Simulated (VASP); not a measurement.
# CaMg26O27 (a cell with a defect) in VASP: single point with PBE

Aim: the single point of CaMg26O27 (a cell with a defect) with PBE.

Program: VASP 6.6.1. These are calculated values, not measurements. Logs are shortened: lines on timing, memory, paths and dates and some standing lists are left out, and cuts for length are marked.

## Step 1: The cell of the first run

The cell holds a defect, 54 atoms: a = 8.564 Å, b = 8.564 Å, c = 8.564 Å, α = 60.00°, β = 60.00°, γ = 60.00°.

## Step 2: Single point, PBE

INCAR reads:

```
PREC = Accurate ; ENCUT = 520
EDIFF = 1E-6 ; ISMEAR = -1
SIGMA = 0.01 ; LREAL = Auto
LASPH = True ; NELM = 60
ALGO = Normal ; ISIF = 2
LWAVE = False ; LCHARG = False
GGA = PE ; NBANDS = 145
```

KPOINTS reads:

```
regular mesh
0
Gamma
  3 3 3
```

POSCAR reads:

```
CaMg26O27
1.0
    0.0000000000      6.0555000000      6.0555000000
    6.0555000000      0.0000000000      6.0555000000
    6.0555000000      6.0555000000      0.0000000000
Ca Mg O
1 26 27
Direct
    0.0000000000      0.0000000000      0.0000000000
    0.0000000000      0.0000000000      0.3357555746
    0.0000000000      0.0000000000      0.6642444254
    0.0000000000      0.3357555746      0.0000000000
   -0.0004805284      0.3334935095      0.3334935095
    0.0000000000      0.3357555746      0.6642444254
    0.0000000000      0.6642444254      0.0000000000
    0.0000000000      0.6642444254      0.3357555746
    0.0004805284      0.6665064905      0.6665064905
    0.3357555746      0.0000000000      0.0000000000
    0.3334935095     -0.0004805284      0.3334935095
    0.3357555746      0.0000000000      0.6642444254
    0.3334935095      0.3334935095     -0.0004805284
    0.3334935095      0.3334935095      0.3334935095
    0.3351623018      0.3351623018      0.6648376982
    0.3357555746      0.6642444254      0.0000000000
    0.3351623018      0.6648376982      0.3351623018
    0.3351623018      0.6648376982      0.6648376982
    0.6642444254      0.0000000000      0.0000000000
    0.6642444254      0.0000000000      0.3357555746
    0.6665064905      0.0004805284      0.6665064905
    0.6642444254      0.3357555746      0.0000000000
    0.6648376982      0.3351623018      0.3351623018
    0.6648376982      0.3351623018      0.6648376982
    0.6665064905      0.6665064905      0.0004805284
    0.6648376982      0.6648376982      0.3351623018
    0.6665064905      0.6665064905      0.6665064905
    0.1665839656      0.1665839656      0.1665839656
    0.1665839656      0.1665839656      0.5002481032
    0.1752691493      0.1752691493      0.8247308507
    0.1665839656      0.5002481032      0.1665839656
    0.1668641078      0.5000000000      0.5000000000
    0.1668641078      0.5000000000      0.8331358922
    0.1752691493      0.8247308507      0.1752691493
    0.1668641078      0.8331358922      0.5000000000
    0.1752691493      0.8247308507      0.8247308507
    0.5002481032      0.1665839656      0.1665839656
    0.5000000000      0.1668641078      0.5000000000
    0.5000000000      0.1668641078      0.8331358922
    0.5000000000      0.5000000000      0.1668641078
    0.5000000000      0.5000000000      0.5000000000
    0.5000000000      0.5000000000      0.8331358922
    0.5000000000      0.8331358922      0.1668641078
    0.5000000000      0.8331358922      0.5000000000
    0.4997518968      0.8334160344      0.8334160344
    0.8247308507      0.1752691493      0.1752691493
    0.8331358922      0.1668641078      0.5000000000
    0.8247308507      0.1752691493      0.8247308507
    0.8331358922      0.5000000000      0.1668641078
    0.8331358922      0.5000000000      0.5000000000
    0.8334160344      0.4997518968      0.8334160344
    0.8247308507      0.8247308507      0.1752691493
    0.8334160344      0.8334160344      0.4997518968
    0.8334160344      0.8334160344      0.8334160344
```

Potentials or basis: VASP PAW PBE potentials, release 64 (Ca_sv, Mg, O).

Started as:

```sh
$ cat potpaw_PBE.64/Ca_sv/POTCAR potpaw_PBE.64/Mg/POTCAR potpaw_PBE.64/O/POTCAR > POTCAR
$ mpirun -np 1 vasp_std > vasp.out
```

OUTCAR:

```text
PREC = Accurate
   ENCUT = 520
   EDIFF = 1E-6
   ISMEAR = -1
   LREAL = Auto
   LASPH = True
   NELM = 60
   ISIF = 2
   GGA = PE

 ion  position               nearest neighbor table
   1  0.000  0.000  0.000-  30 2.12  34 2.12  36 2.12  46 2.12  48 2.12  52 2.12  10 2.88  12 2.88
                            16 2.88  19 2.88  20 2.88  22 2.88   2 2.88   3 2.88   4 2.88   6 2.88
   2  0.000  0.000  0.336-  35 2.01  47 2.01  53 2.02  28 2.02  34 2.04  46 2.04   3 2.81   9 2.84
                            21 2.84  11 2.84   5 2.84  17 2.87  23 2.87   8 2.88  20 2.88   4 2.88
   3  0.000  0.000  0.664-  35 2.01  47 2.01  29 2.02  54 2.02  48 2.04  36 2.04   2 2.81   5 2.84
                            11 2.84   9 2.84  21 2.84  18 2.87  24 2.87   7 2.88  19 2.88   1 2.88
   4  0.000  0.336  0.000-  33 2.01  49 2.01  51 2.02  28 2.02  30 2.04  46 2.04   7 2.81   9 2.84
                            25 2.84  13 2.84   5 2.84  23 2.87  15 2.87   2 2.88  22 2.88   1 2.88
   5  1.000  0.333  0.333-  50 2.02  49 2.02  47 2.02  31 2.02  29 2.02  28 2.02   6 2.84   8 2.84
                             7 2.84   3 2.84   4 2.84   2 2.84  24 2.85  26 2.85  23 2.85  11 2.86
   6  0.000  0.336  0.664-  32 2.01  50 2.01  29 2.02  51 2.02  30 2.04  48 2.04   8 2.81   5 2.84
                             9 2.84  14 2.84  27 2.84  24 2.87  15 2.87   3 2.88  22 2.88   4 2.88
   7  0.000  0.664  0.000-  33 2.01  49 2.01  31 2.02  54 2.02  52 2.04  36 2.04   4 2.81   5 2.84
                            13 2.84   9 2.84  25 2.84  18 2.87  26 2.87   8 2.88  19 2.88   1 2.88
   8  0.000  0.664  0.336-  32 2.01  50 2.01  31 2.02  53 2.02  52 2.04  34 2.04   6 2.81   5 2.84
                             9 2.84  14 2.84  27 2.84  26 2.87  17 2.87   7 2.88  20 2.88   1 2.88
   9  0.000  0.667  0.667-  32 2.02  33 2.02  35 2.02  51 2.02  53 2.02  54 2.02   6 2.84   8 2.84
[... 62 lines left out ...]
  53  0.833  0.833  0.500-   2 2.02   8 2.02  20 2.02   9 2.02  21 2.02  27 2.02
  54  0.833  0.833  0.833-   3 2.02   7 2.02  19 2.02   9 2.02  21 2.02  25 2.02

  LATTYP: Found a face centered cubic cell.
 ALAT       =    12.1110000000

  Lattice vectors:

 A1 = (   0.0000000000,   6.0555000000,   6.0555000000)
 A2 = (   6.0555000000,   0.0000000000,   6.0555000000)
 A3 = (   6.0555000000,   6.0555000000,   0.0000000000)

Analysis of symmetry for initial positions (statically):
=====================================================================
 Subroutine PRICEL returns:
 Original cell was already a primitive cell.

 Routine SETGRP: Setting up the symmetry group for a
 face centered cubic supercell.

 Subroutine GETGRP returns: Found 48 space group operations
 (whereof 48 operations were pure point group operations)
 out of a pool of 48 trial point group operations.

The static configuration has the point symmetry O_h .

Analysis of symmetry for dynamics (positions and initial velocities):
=====================================================================
 Subroutine PRICEL returns:
 Original cell was already a primitive cell.

 Routine SETGRP: Setting up the symmetry group for a
 face centered cubic supercell.

 Subroutine GETGRP returns: Found 48 space group operations
 (whereof 48 operations were pure point group operations)
 out of a pool of 48 trial point group operations.

The dynamic configuration has the point symmetry O_h .

 Subroutine INISYM returns: Found 48 space group operations
 (whereof 48 operations are pure point group operations),
 and found     1 'primitive' translations

----------------------------------------------------------------------------------------

                                     Primitive cell

  volume of cell :     444.0992

  direct lattice vectors                    reciprocal lattice vectors
     0.000000000  6.055500000  6.055500000    -0.082569565  0.082569565  0.082569565
     6.055500000  0.000000000  6.055500000     0.082569565 -0.082569565  0.082569565
     6.055500000  6.055500000  0.000000000     0.082569565  0.082569565 -0.082569565

  length of vectors
     8.563770227  8.563770227  8.563770227     0.143014681  0.143014681  0.143014681

  position of ions in fractional coordinates (direct lattice)
     0.000000000  0.000000000  0.000000000
     0.000000000  0.000000000  0.335755575
     0.000000000  0.000000000  0.664244425
     0.000000000  0.335755575  0.000000000
     0.999519472  0.333493510  0.333493510
     0.000000000  0.335755575  0.664244425
[... 46 lines left out ...]
     0.833416034  0.833416034  0.499751897
     0.833416034  0.833416034  0.833416034

  ion indices of the primitive-cell ions
   primitive index   ion index
                 1           1
                 2           2
                 3           3
                 4           4
                 5           5
                 6           6
[... 46 lines left out ...]
                53          53
                54          54

----------------------------------------------------------------------------------------

 KPOINTS: regular mesh

Automatic generation of k-mesh.
 Grid dimensions read from file:
 generate k-points for:    3    3    3

 Generating k-lattice:

  Cartesian coordinates                     Fractional coordinates (reciprocal lattice)
    -0.027523188  0.027523188  0.027523188     0.333333333  0.000000000  0.000000000
     0.027523188 -0.027523188  0.027523188     0.000000000  0.333333333  0.000000000
     0.027523188  0.027523188 -0.027523188     0.000000000  0.000000000  0.333333333

  Length of vectors
     0.047671560  0.047671560  0.047671560

  Shift w.r.t. Gamma in fractional coordinates (k-lattice)
     0.000000000  0.000000000  0.000000000

 Subroutine IBZKPT returns following result:
 ===========================================

 Found      4 irreducible k-points:

 Following reciprocal coordinates:
            Coordinates               Weight
  0.000000  0.000000  0.000000      1.000000
  0.333333  0.000000  0.000000      8.000000
  0.333333  0.333333  0.000000      6.000000
 -0.333333  0.333333  0.000000     12.000000
   k-points           NKPTS =      4   k-points in BZ     NKDIM =      4   number of bands    NBANDS=    145
   number of dos      NEDOS =    301   number of ions     NIONS =     54
   total plane-waves  NPLWV = 262144
   dimension x,y,z NGX =    64 NGY =   64 NGZ =   64
   dimension x,y,z NGXF=   128 NGYF=  128 NGZF=  128
   ions per type =               1  26  27
   NGX,Y,Z   is equivalent  to a cutoff of  12.42, 12.42, 12.42 a.u.
   NGXF,Y,Z  is equivalent  to a cutoff of  24.85, 24.85, 24.85 a.u.
 SYSTEM =  unknown system
   PREC   = accura    normal or accurate (medium, high low for compatibility)
   ISTART =      0    job   : 0-new  1-cont  2-samecut
   ICHARG =      2    charge: 1-file 2-atom 10-const
   ISPIN  =      1    spin polarized calculation?
   LNONCOLLINEAR =      F non collinear calculations
   LSORBIT =      F    spin-orbit coupling
   LASPH  =      T    aspherical Exc in radial PAW
   ENCUT  =  520.0 eV  38.22 Ry    6.18 a.u.  15.92 15.92 15.92*2*pi/ulx,y,z
   NELM   =     60;   NELMIN=  2; NELMDL= -5     # of ELM steps
   EDIFF  = 0.1E-05   stopping-criterion for ELM
   LREAL  =      T    real-space projection
   EDIFFG = 0.1E-04   stopping-criterion for IOM
   NSW    =      0    number of steps for IOM
   IBRION =     -1    ionic relax: 0-MD 1-quasi-New 2-CG
   NFREE  =      0    steps in history (QN), initial steepest desc. (CG)
   ISIF   =      2    stress and relaxation
   ISYM   =      2    0-nonsym 1-usesym 2-fastsym
   POTIM  = 0.5000    time-step for ionic-motion
   TEBEG  =    0.0;   TEEND  =   0.0 temperature during run
   PSTRESS=    0.0 pullay stress
   NELECT =     224.0000    total number of electrons
   NUPDOWN=      -1.0000    fix difference up-down
   EMIN   =  10.00;   EMAX   =-10.00  energy-range for DOS
   EFERMI =   0.00;   METHOD = LEGACY
   ISMEAR =    -1;   SIGMA  =   0.01  broadening in eV -4-tet -1-fermi 0-gaus
   EFERMI_NEDOS =   21; number of points for ismear=-14 and -15
   IALGO  =     38    algorithm
   IMIX   =      4    mixing-type and parameters
     AMIX     =   0.40;   BMIX     =  1.00
     AMIX_MAG =   1.60;   BMIX_MAG =  1.00
  volume/ion in A,a.u.               =       8.22        55.50
  Fermi-wavevector in a.u.,A,eV,Ry     =   1.303159  2.462614 23.105741  1.698224
  Thomas-Fermi vector in A             =   2.434180
   LORBIT       =      0    0 simple, 1 ext, 2 COOP (PROOUT), +10 PAW based schemes
   GGA     = PE    functional components
   LHFCALC =     F    Hartree Fock is set to
   AEXX    =    0.0000 exact exchange contribution
   IVDW    =     0    specifies the selected vdW correction
   LEPSILON=     F    determine dielectric tensor
   LRPA    =     F    only Hartree local field effects (RPA)
 non-spin polarized calculation
  energy-cutoff  :      520.00
  volume of cell :      444.10
 maximum number of plane-waves:     12039
   NGX = 31   NGY = 31   NGZ = 31

 number of electron     223.9999984 magnetization

 Free energy of the ion-electron system (eV)
  ---------------------------------------------------
  ext. energy  EPLUGINS =         0.00000000
  ---------------------------------------------------
  free energy    TOTEN  =      -313.30917570 eV

  energy without entropy =     -313.30917570  energy(sigma->0) =     -313.30917570

 E-fermi :   4.5485     XC(G=0): -11.7608

 val. band max:        4.3229987730   @ k =   0.0000   0.0000   0.0000
 cond. band min:      10.4579306270   @ k =   0.0000   0.0000   0.0000
 fundamental gap:      6.1349318540
 Fermi energy:         4.5484598197

 k-point     1 :       0.0000    0.0000    0.0000
  band No.  band energies     occupation
      1     -31.6970      2.00000
      2     -14.1420      2.00000
      3     -14.1420      2.00000
      4     -14.1420      2.00000
      5     -13.6568      2.00000
      6     -12.5675      2.00000
[... 497 lines left out ...]
    123      14.3046      0.00000
    124      14.4810      0.00000
 [bands above 124 left out]

------------------------ aborting loop because EDIFF is reached ----------------------------------------

  FORCE on cell =-STRESS in cart. coord.  units (eV):
  Direction    XX          YY          ZZ          XY          YZ          ZX
  --------------------------------------------------------------------------------------
  -------------------------------------------------------------------------------------
  Total      101.0161321    101.0161321    101.0161321     -0.0000000      0.0000000     -0.0000000
  in kB      364.4360214    364.4360214    364.4360214     -0.0000000      0.0000000     -0.0000000
  external PRESSURE =     364.4360214 kB  Pullay stress =       0.0000000 kB

 VOLUME and BASIS-vectors are now :
 -----------------------------------------------------------------------------
  energy-cutoff  :      520.00
  volume of cell :      444.10
      direct lattice vectors                 reciprocal lattice vectors
     0.000000000  6.055500000  6.055500000    -0.082569565  0.082569565  0.082569565
     6.055500000  0.000000000  6.055500000     0.082569565 -0.082569565  0.082569565
     6.055500000  6.055500000  0.000000000     0.082569565  0.082569565 -0.082569565

 POSITION                                       TOTAL-FORCE (eV/Angst)
 -----------------------------------------------------------------------------------
      0.00000      0.00000      0.00000        -0.000000     -0.000000      0.000000
      2.03317      2.03317      0.00000        -0.005351     -0.005351      0.000000
      4.02233      4.02233      0.00000         0.005351      0.005351      0.000000
      2.03317      0.00000      2.03317        -0.005351     -0.000000     -0.005351
      4.03894      8.07206      8.07206        -0.002375      0.002375      0.002375
      6.05550      4.02233      2.03317        -0.000000      0.005351     -0.005351
[... 46 lines left out ...]
      8.07300      8.07300     10.09350         0.005017      0.005017     -0.005017
     10.09350     10.09350     10.09350        -0.005017     -0.005017     -0.005017
 -----------------------------------------------------------------------------------
    total drift:                                0.000000      0.000000      0.000000

  FREE ENERGIE OF THE ION-ELECTRON SYSTEM (eV)
  ---------------------------------------------------
  free  energy   TOTEN  =      -313.3091756957 eV

  energy  without entropy=     -313.3091756957  energy(sigma->0) =     -313.30917570
```

It took 15 min on 1 thread of AMD EPYC 7R13 (Zen 3), shared host; peak memory 0.63 GiB.

What came out:

```yaml
Free_energy: -313.3092 eV
Pressure: 36.4 GPa
Largest_force: 0.079 eV/Å
Band_gap_on_the_k_mesh: 6.13 eV
```

Forces in eV/Å, atoms in the order of the input:
```
Ca   0.000  0.000  0.000
Mg  -0.005 -0.005  0.000
Mg   0.005  0.005  0.000
Mg  -0.005  0.000 -0.005
Mg  -0.002  0.002  0.002
Mg   0.000  0.005 -0.005
Mg   0.005  0.000  0.005
Mg   0.000 -0.005  0.005
Mg   0.002 -0.002 -0.002
Mg   0.000 -0.005 -0.005
Mg   0.002 -0.002  0.002
Mg   0.005  0.000 -0.005
Mg   0.002  0.002 -0.002
Mg  -0.002 -0.002 -0.002
Mg   0.000  0.000 -0.008
Mg   0.005 -0.005  0.000
Mg   0.000 -0.008  0.000
Mg   0.008  0.000  0.000
Mg   0.000  0.005  0.005
Mg  -0.005  0.000  0.005
Mg  -0.002  0.002 -0.002
Mg  -0.005  0.005  0.000
Mg  -0.008  0.000  0.000
Mg   0.000  0.008  0.000
Mg  -0.002 -0.002  0.002
Mg   0.000  0.000  0.008
Mg   0.002  0.002  0.002
O    0.005  0.005  0.005
O   -0.005 -0.005  0.005
O    0.000  0.000  0.079
O   -0.005  0.005 -0.005
O    0.000  0.016  0.016
O   -0.016  0.000  0.016
O    0.000  0.079  0.000
O   -0.016  0.016  0.000
O   -0.079  0.000  0.000
O    0.005 -0.005 -0.005
O    0.016  0.000  0.016
O    0.000 -0.016  0.016
O    0.016  0.016  0.000
O    0.000  0.000  0.000
O   -0.016 -0.016  0.000
O    0.000  0.016 -0.016
O   -0.016  0.000 -0.016
O   -0.005  0.005  0.005
O    0.079  0.000  0.000
O    0.016 -0.016  0.000
O    0.000 -0.079  0.000
O    0.016  0.000 -0.016
O    0.000 -0.016 -0.016
O    0.005 -0.005  0.005
O    0.000  0.000 -0.079
O    0.005  0.005 -0.005
O   -0.005 -0.005 -0.005
```
